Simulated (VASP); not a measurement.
# Sb (R-3m) in VASP: further runs

Sb is run at these levels: HSE06, r2SCAN; tasks: single point.

All numbers are computed with VASP 6.6.1; they aren't measurements. Logs are shortened: lines on timing, memory, paths and dates and some standing lists are left out, and cuts for length are marked.

## 1. The cell of the first run

It takes space group R-3m (No. 166, trigonal). The conventional cell has a = 4.220 Å, b = 4.220 Å, c = 11.044 Å, α = 90.00°, β = 90.00°, γ = 120.00°. Within 3.8 Å of Sb (site symmetry 3m) lie 6 Sb at 2.85 to 3.29 Å.

## 2. Single point, HSE06

Input file POSCAR:

```
Sb
1.0
    2.1102243954      1.2183386227      3.6812845966
   -2.1102243954      1.2183386227      3.6812845966
    0.0000000000     -2.4366772455      3.6812845966
Sb
2
Direct
    0.7665100000      0.7665100000      0.7665100000
    0.2334900000      0.2334900000      0.2334900000
```

Input file INCAR.step1:

```
SYSTEM = Sb
  ALGO = Normal
  EDIFF = 1E-5
  ENCUT = 400
  GGA = PE
  GGA_COMPAT = .False.
  ISIF = 2
  ISMEAR = -1
  LASPH = .True.
  LCHARG = .False.
  LREAL = .False.
  LWAVE = .True.
  NBANDS = 22
  NELM = 120
  PREC = Accurate
  SIGMA = 0.05
```

Input file INCAR.step2:

```
SYSTEM = Sb
  ALGO = Normal
  EDIFF = 1E-6
  ENCUT = 400
  GGA = PE
  GGA_COMPAT = .False.
  HFSCREEN = 0.2079
  ISIF = 2
  ISMEAR = -1
  ISTART = 1
  LASPH = .True.
  LCHARG = .False.
  LHFCALC = .True.
  LREAL = .False.
  LWAVE = .False.
  NBANDS = 22
  NELM = 120
  PREC = Accurate
  PRECFOCK = Normal
  SIGMA = 0.05
```

Input file KPOINTS:

```
k-points
0
Gamma
  4 4 4
  0 0 0
```

Potentials or basis: VASP PAW PBE potentials, release 64 (Sb_d_GW).

Launch:

```
$ cat potpaw_PBE.64/Sb_d_GW/POTCAR > POTCAR
$ cp INCAR.step1 INCAR
$ mpirun -np 1 vasp_std > vasp.out
$ cp INCAR.step2 INCAR
$ mpirun -np 1 vasp_std > vasp.out
```

OUTCAR:

```text
SYSTEM = Sb
   EDIFF = 1E-6
   ENCUT = 400
   GGA = PE
   HFSCREEN = 0.2079
   ISIF = 2
   ISMEAR = -1
   ISTART = 1
   LASPH = .True.
   LHFCALC = .True.
   LREAL = .False.
   NELM = 120
   PREC = Accurate
   PRECFOCK = Normal

 ion  position               nearest neighbor table
   1  0.767  0.767  0.767-   2 2.85   2 2.85   2 2.85   2 3.29   2 3.29   2 3.29
   2  0.233  0.233  0.233-   1 2.85   1 2.85   1 2.85   1 3.29   1 3.29   1 3.29

  LATTYP: Found a trigonal (rhomboedric) cell.
 ALAT       =     4.4146633257
 COS(alpha) =     0.5430253624

  Lattice vectors:

 A1 = (   2.1102243954,   1.2183386227,   3.6812845966)
 A2 = (  -2.1102243954,   1.2183386227,   3.6812845966)
 A3 = (   0.0000000000,  -2.4366772455,   3.6812845966)

Analysis of symmetry for initial positions (statically):
=====================================================================
 Subroutine PRICEL returns:
 Original cell was already a primitive cell.

 Routine SETGRP: Setting up the symmetry group for a
 trigonal (rhombohedral) supercell.

 Subroutine GETGRP returns: Found 12 space group operations
 (whereof 12 operations were pure point group operations)
 out of a pool of 12 trial point group operations.

The static configuration has the point symmetry D_3d.

Analysis of symmetry for dynamics (positions and initial velocities):
=====================================================================
 Subroutine PRICEL returns:
 Original cell was already a primitive cell.

 Routine SETGRP: Setting up the symmetry group for a
 trigonal (rhombohedral) supercell.

 Subroutine GETGRP returns: Found 12 space group operations
 (whereof 12 operations were pure point group operations)
 out of a pool of 12 trial point group operations.

The dynamic configuration has the point symmetry D_3d.

 Subroutine INISYM returns: Found 12 space group operations
 (whereof 12 operations are pure point group operations),
 and found     1 'primitive' translations

----------------------------------------------------------------------------------------

                                     Primitive cell

  volume of cell :      56.7868

  direct lattice vectors                    reciprocal lattice vectors
     2.110224395  1.218338623  3.681284597     0.236941626  0.136798312  0.090548102
    -2.110224395  1.218338623  3.681284597    -0.236941626  0.136798312  0.090548102
     0.000000000 -2.436677245  3.681284597     0.000000000 -0.273596623  0.090548102

  length of vectors
     4.414663326  4.414663326  4.414663326     0.288191032  0.288191032  0.288191032

  position of ions in fractional coordinates (direct lattice)
     0.766510000  0.766510000  0.766510000
     0.233490000  0.233490000  0.233490000

  ion indices of the primitive-cell ions
   primitive index   ion index
                 1           1
                 2           2

----------------------------------------------------------------------------------------

 KPOINTS: k-points

Automatic generation of k-mesh.
 Grid dimensions read from file:
 generate k-points for:    4    4    4

 Generating k-lattice:

  Cartesian coordinates                     Fractional coordinates (reciprocal lattice)
     0.059235407  0.034199578  0.022637026     0.250000000  0.000000000  0.000000000
    -0.059235407  0.034199578  0.022637026     0.000000000  0.250000000  0.000000000
     0.000000000 -0.068399156  0.022637026     0.000000000  0.000000000  0.250000000

  Length of vectors
     0.072047758  0.072047758  0.072047758

  Shift w.r.t. Gamma in fractional coordinates (k-lattice)
     0.000000000  0.000000000  0.000000000

 Subroutine IBZKPT returns following result:
 ===========================================

 Found     13 irreducible k-points:

 Following reciprocal coordinates:
            Coordinates               Weight
  0.000000  0.000000  0.000000      1.000000
  0.250000  0.000000  0.000000      6.000000
  0.500000  0.000000  0.000000      3.000000
  0.250000  0.250000  0.000000      6.000000
  0.500000  0.250000  0.000000     12.000000
 -0.250000  0.250000  0.000000      6.000000
  0.500000  0.500000  0.000000      3.000000
  0.250000  0.250000  0.250000      2.000000
  0.500000  0.250000  0.250000      6.000000
 -0.250000  0.250000  0.250000      6.000000
  0.500000  0.500000  0.250000      6.000000
 -0.250000  0.500000  0.250000      6.000000
  0.500000  0.500000  0.500000      1.000000
   k-points           NKPTS =     13   k-points in BZ     NKDIM =     64   number of bands    NBANDS=     22
   number of dos      NEDOS =    301   number of ions     NIONS =      2
   total plane-waves  NPLWV =  27000
   dimension x,y,z NGX =    30 NGY =   30 NGZ =   30
   dimension x,y,z NGXF=    60 NGYF=   60 NGZF=   60
   ions per type =               2
   NGX,Y,Z   is equivalent  to a cutoff of  11.30, 11.30, 11.30 a.u.
   NGXF,Y,Z  is equivalent  to a cutoff of  22.59, 22.59, 22.59 a.u.
 SYSTEM =  Sb
   PREC   = accura    normal or accurate (medium, high low for compatibility)
   ISTART =      1    job   : 0-new  1-cont  2-samecut
   ICHARG =      0    charge: 1-file 2-atom 10-const
   ISPIN  =      1    spin polarized calculation?
   LNONCOLLINEAR =      F non collinear calculations
   LSORBIT =      F    spin-orbit coupling
   LASPH  =      T    aspherical Exc in radial PAW
   ENCUT  =  400.0 eV  29.40 Ry    5.42 a.u.   7.20  7.20  7.20*2*pi/ulx,y,z
   NELM   =    120;   NELMIN=  2; NELMDL=  0     # of ELM steps
   EDIFF  = 0.1E-05   stopping-criterion for ELM
   LREAL  =      F    real-space projection
   EDIFFG = 0.1E-04   stopping-criterion for IOM
   NSW    =      0    number of steps for IOM
   IBRION =     -1    ionic relax: 0-MD 1-quasi-New 2-CG
   NFREE  =      0    steps in history (QN), initial steepest desc. (CG)
   ISIF   =      2    stress and relaxation
   ISYM   =      3    0-nonsym 1-usesym 2-fastsym
   POTIM  = 0.5000    time-step for ionic-motion
   TEBEG  =    0.0;   TEEND  =   0.0 temperature during run
   PSTRESS=    0.0 pullay stress
   NELECT =      30.0000    total number of electrons
   NUPDOWN=      -1.0000    fix difference up-down
   EMIN   =  10.00;   EMAX   =-10.00  energy-range for DOS
   EFERMI =   0.00;   METHOD = LEGACY
   ISMEAR =    -1;   SIGMA  =   0.05  broadening in eV -4-tet -1-fermi 0-gaus
   EFERMI_NEDOS =   21; number of points for ismear=-14 and -15
   IALGO  =     38    algorithm
   IMIX   =      1    mixing-type and parameters
     AMIX     =   0.40;   BMIX     =  1.00
     AMIX_MAG =   1.60;   BMIX_MAG =  1.00
  volume/ion in A,a.u.               =      28.39       191.61
  Fermi-wavevector in a.u.,A,eV,Ry     =   1.323425  2.500911 23.829991  1.751455
  Thomas-Fermi vector in A             =   2.453034
   LORBIT       =      0    0 simple, 1 ext, 2 COOP (PROOUT), +10 PAW based schemes
   GGA     = PE    functional components
   LHFCALC =     T    Hartree Fock is set to
   PRECFOCK=normal    Normal, Fast or Accurate (Low or Medium for compatibility)
   ENCUT4O =  -1.0   cutoff for four orbital integrals eV
   NKREDX  =     1    reduce k-point grid by
   NKREDY  =     1    reduce k-point grid by
   NKREDZ  =     1    reduce k-point grid by
   AEXX    =    0.2500 exact exchange contribution
   HFSCREEN=    0.2079 screening length (either q_TF or 0.3 A-1)
   HFSCREENC=   0.2079 screening length for correlation (either q_TF or 0.3 A-1)
   ENCUTFOCK=  -1.0 apply spherical cutoff to Coloumb kernel
   IVDW    =     0    specifies the selected vdW correction
   LEPSILON=     F    determine dielectric tensor
   LRPA    =     F    only Hartree local field effects (RPA)
 non-spin polarized calculation
  energy-cutoff  :      400.00
  volume of cell :       56.79
 maximum number of plane-waves:      1052
 NGX is ok and might be reduce to    30
  NGX = 24; NGY = 24; NGZ = 24

 number of electron      29.9999983 magnetization

 Free energy of the ion-electron system (eV)
  ---------------------------------------------------
  ext. energy  EPLUGINS =         0.00000000
  ---------------------------------------------------
  free energy    TOTEN  =        -9.82060330 eV

  energy without entropy =       -9.81867975  energy(sigma->0) =       -9.81964153

 E-fermi :   5.8464     XC(G=0):  -8.4628

 val. band max:        5.7724522890   @ k =   0.5000   0.5000   0.5000
 cond. band min:       5.9835871697   @ k =   0.5000   0.0000   0.0000
 fundamental gap:      0.2111348807
 Fermi energy:         5.8464414655

 k-point     1 :       0.0000    0.0000    0.0000
  band No.  band energies     occupation
      1     -26.1820      2.00000
      2     -26.1820      2.00000
      3     -26.0664      2.00000
      4     -26.0664      2.00000
      5     -26.0244      2.00000
      6     -25.9136      2.00000
[... 14 lines left out ...]
     21      11.6942      0.00000
     22      12.8871      0.00000

 k-point     2 :       0.2500    0.0000    0.0000
  band No.  band energies     occupation
      1     -26.1532      2.00000
      2     -26.1387      2.00000
      3     -26.0518      2.00000
      4     -26.0401      2.00000
      5     -26.0056      2.00000
      6     -25.9345      2.00000
[... 14 lines left out ...]
     21      12.5726      0.00000
     22      16.8280      0.00000

 k-point     3 :       0.5000    0.0000    0.0000
  band No.  band energies     occupation
      1     -26.1161      2.00000
      2     -26.0597      2.00000
      3     -26.0296      2.00000
      4     -26.0028      2.00000
      5     -25.9897      2.00000
      6     -25.9769      2.00000
[... 14 lines left out ...]
     21      16.1602      0.00000
     22      16.2113      0.00000

 k-point     4 :       0.2500    0.2500    0.0000
  band No.  band energies     occupation
      1     -26.1777      2.00000
      2     -26.1090      2.00000
      3     -26.0617      2.00000
      4     -26.0319      2.00000
      5     -26.0000      2.00000
      6     -25.9420      2.00000
[... 14 lines left out ...]
     21      13.7652      0.00000
     22      15.0875      0.00000

 k-point     5 :       0.5000    0.2500    0.0000
  band No.  band energies     occupation
      1     -26.1497      2.00000
      2     -26.0619      2.00000
      3     -26.0362      2.00000
      4     -26.0159      2.00000
      5     -25.9810      2.00000
      6     -25.9756      2.00000
[... 14 lines left out ...]
     21      16.1149      0.00000
     22      16.5515      0.00000

 k-point     6 :      -0.2500    0.2500    0.0000
  band No.  band energies     occupation
      1     -26.1486      2.00000
      2     -26.0487      2.00000
      3     -26.0331      2.00000
      4     -26.0196      2.00000
      5     -26.0001      2.00000
      6     -25.9698      2.00000
[... 14 lines left out ...]
     21      14.9721      0.00000
     22      16.1432      0.00000

 k-point     7 :       0.5000    0.5000    0.0000
  band No.  band energies     occupation
      1     -26.1730      2.00000
      2     -26.0779      2.00000
      3     -26.0512      2.00000
      4     -25.9846      2.00000
      5     -25.9824      2.00000
      6     -25.9714      2.00000
[... 14 lines left out ...]
     21      16.9485      0.00000
     22      17.8197      0.00000

 k-point     8 :       0.2500    0.2500    0.2500
  band No.  band energies     occupation
      1     -26.1542      2.00000
      2     -26.1542      2.00000
      3     -26.0548      2.00000
      4     -26.0548      2.00000
      5     -26.0120      2.00000
      6     -25.9228      2.00000
[... 14 lines left out ...]
     21      12.5589      0.00000
     22      15.8722      0.00000

 k-point     9 :       0.5000    0.2500    0.2500
  band No.  band energies     occupation
      1     -26.1309      2.00000
      2     -26.1184      2.00000
      3     -26.0379      2.00000
      4     -26.0323      2.00000
      5     -26.0003      2.00000
      6     -25.9361      2.00000
[... 14 lines left out ...]
     21      14.1727      0.00000
     22      15.7930      0.00000

 k-point    10 :      -0.2500    0.2500    0.2500
  band No.  band energies     occupation
      1     -26.1476      2.00000
      2     -26.0688      2.00000
      3     -26.0426      2.00000
      4     -25.9875      2.00000
      5     -25.9875      2.00000
      6     -25.9803      2.00000
[... 14 lines left out ...]
     21      16.3569      0.00000
     22      17.3043      0.00000

 k-point    11 :       0.5000    0.5000    0.2500
  band No.  band energies     occupation
      1     -26.1492      2.00000
      2     -26.0996      2.00000
      3     -26.0489      2.00000
      4     -26.0234      2.00000
      5     -25.9923      2.00000
      6     -25.9471      2.00000
[... 14 lines left out ...]
     21      15.6703      0.00000
     22      17.0393      0.00000

 k-point    12 :      -0.2500    0.5000    0.2500
  band No.  band energies     occupation
      1     -26.1468      2.00000
      2     -26.0790      2.00000
      3     -26.0290      2.00000
      4     -26.0267      2.00000
      5     -25.9769      2.00000
      6     -25.9694      2.00000
[... 14 lines left out ...]
     21      17.6078      0.00000
     22      17.6366      0.00000

 k-point    13 :       0.5000    0.5000    0.5000
  band No.  band energies     occupation
      1     -26.1194      2.00000
      2     -26.1194      2.00000
      3     -26.0413      2.00000
      4     -26.0413      2.00000
      5     -25.9962      2.00000
      6     -25.9314      2.00000
[... 14 lines left out ...]
     21      15.7285      0.00000
     22      15.9604      0.00000

------------------------ aborting loop because EDIFF is reached ----------------------------------------

  FORCE on cell =-STRESS in cart. coord.  units (eV):
  Direction    XX          YY          ZZ          XY          YZ          ZX
  --------------------------------------------------------------------------------------
  -------------------------------------------------------------------------------------
  Total        1.8759460      1.8759460      1.3365624     -0.0000000     -0.0000000      0.0000000
  in kB       52.9277718     52.9277718     37.7096531     -0.0000000     -0.0000000      0.0000000
  external PRESSURE =      47.8550656 kB  Pullay stress =       0.0000000 kB

 VOLUME and BASIS-vectors are now :
 -----------------------------------------------------------------------------
  energy-cutoff  :      400.00
  volume of cell :       56.79
      direct lattice vectors                 reciprocal lattice vectors
     2.110224395  1.218338623  3.681284597     0.236941626  0.136798312  0.090548102
    -2.110224395  1.218338623  3.681284597    -0.236941626  0.136798312  0.090548102
     0.000000000 -2.436677245  3.681284597     0.000000000 -0.273596623  0.090548102

 POSITION                                       TOTAL-FORCE (eV/Angst)
 -----------------------------------------------------------------------------------
      0.00000     -0.00000      8.46522         0.000000      0.000000     -0.031773
      0.00000     -0.00000      2.57863         0.000000     -0.000000      0.031773
 -----------------------------------------------------------------------------------
    total drift:                                0.000003     -0.000009     -0.000003

  FREE ENERGIE OF THE ION-ELECTRON SYSTEM (eV)
  ---------------------------------------------------
  free  energy   TOTEN  =        -9.8206033035 eV

  energy  without entropy=       -9.8186797495  energy(sigma->0) =       -9.81964153
```

Wall time 17 min (1 thread of AMD EPYC 9R45 (Zen 5), shared host); peak memory 0.26 GiB.

What came out:

* Free energy: -9.8206 eV
* Pressure: 4.8 GPa
* Largest force: 0.032 eV/Å

Forces in eV/Å, atoms in the order of the input:
```
Sb   0.000  0.000 -0.032
Sb   0.000  0.000  0.032
```

Caveat: the k points lie up to 0.45 Å⁻¹ apart; the PAW data sets were made with another functional, which shifts forces and pressure a little; spin-orbit coupling is left out, which moves the levels of the heavy elements.

## 3. Single point, r2SCAN

This run uses another cell than the first one, of 29.60 Å³/atom.

Input file POSCAR:

```
Sb
1.0
    2.1397418462      1.2353805309      3.7327777635
   -2.1397418462      1.2353805309      3.7327777635
    0.0000000000     -2.4707610619      3.7327777635
Sb
2
Direct
    0.7665100000      0.7665100000      0.7665100000
    0.2334900000      0.2334900000      0.2334900000
```

Input file INCAR.step1:

```
PREC     = Accurate       # precision mode
ENCUT    = 550            # plane-wave cutoff, eV
ISMEAR   = -1             # smearing method
SIGMA    = 0.05           # smearing width, eV
LREAL    = F              # projectors in reciprocal space
LASPH    = T              # aspherical terms in the spheres
NELM     = 120            # most SCF steps
NBANDS   = 22             # bands
GGA      = PE             # functional
ALGO     = Normal         # electronic algorithm
EDIFF    = 1E-5           # SCF threshold, eV
LWAVE    = T              # write WAVECAR
LCHARG   = F              # write CHGCAR
GGA_COMPAT= F
```

Input file INCAR.step2:

```
PREC     = Accurate       # precision mode
ENCUT    = 550            # plane-wave cutoff, eV
EDIFF    = 1E-6           # SCF threshold, eV
ISMEAR   = -1             # smearing method
SIGMA    = 0.05           # smearing width, eV
LREAL    = F              # projectors in reciprocal space
LASPH    = T              # aspherical terms in the spheres
NELM     = 120            # most SCF steps
ALGO     = Normal         # electronic algorithm
ISIF     = 2              # what is computed and relaxed
LWAVE    = F              # write WAVECAR
LCHARG   = F              # write CHGCAR
METAGGA  = R2SCAN         # meta-GGA
LMIXTAU  = T            
NBANDS   = 22             # bands
ISTART   = 1            
GGA_COMPAT= F
```

Input file KPOINTS:

```
Automatic mesh
0
Gamma
  8 8 8
```

Potentials or basis: VASP PAW PBE potentials, release 64 (Sb_d_GW).

Launch:

```
$ cat potpaw_PBE.64/Sb_d_GW/POTCAR > POTCAR
$ cp INCAR.step1 INCAR
$ mpirun -np 1 vasp_std > vasp.out
$ cp INCAR.step2 INCAR
$ mpirun -np 1 vasp_std > vasp.out
```

Run time: 3.6 min. Hardware: 1 thread of Intel Xeon Platinum 8559C (Emerald Rapids), shared host; peak memory 0.27 GiB.

It converged, with:

```yaml
Free_energy: -51.4322 eV
Pressure: 2.9 GPa
Largest_force: 0.119 eV/Å
Band_gap_on_the_k_mesh: zero (bands 15 and 16 overlap by 0.23 eV)
```

Forces in eV/Å, atoms in the order of the input:
```
Sb   0.000  0.000 -0.119
Sb   0.000  0.000  0.119
```

Stress tensor (GPa, compression positive):
```
3.11 0.00 0.00
0.00 3.11 0.00
0.00 0.00 2.61
```

Levels at points of the mesh, in eV from the Fermi level:
| k point | band 11 | band 12 | band 13 | band 14 | band 15 | band 16 | band 17 | band 18 | band 19 | band 20 |
| --- | --- | --- | --- | --- | --- | --- | --- | --- | --- | --- |
| (0.00, 0.00, 0.00) | -13.68 | -4.86 | -2.50 | -2.22 | -2.22 | 2.02 | 2.67 | 2.67 | 5.29 | 5.29 |
| (0.50, 0.00, 0.00) | -11.12 | -10.35 | -2.36 | -2.22 | -0.55 | -0.21 | 0.17 | 0.30 | 8.02 | 8.70 |
| (0.50, 0.50, 0.00) | -11.09 | -8.51 | -6.00 | -4.29 | -4.20 | 1.50 | 5.13 | 5.79 | 7.37 | 9.39 |
| (0.50, 0.50, 0.50) | -12.01 | -9.66 | -1.67 | -1.67 | -0.43 | -0.11 | -0.11 | 1.14 | 7.44 | 9.19 |

Caveat: the PAW data sets were made with another functional, which shifts forces and pressure a little; spin-orbit coupling is left out, which moves the levels of the heavy elements.

The gap in the log of VASP goes by the Fermi energy; the results here count the filled bands.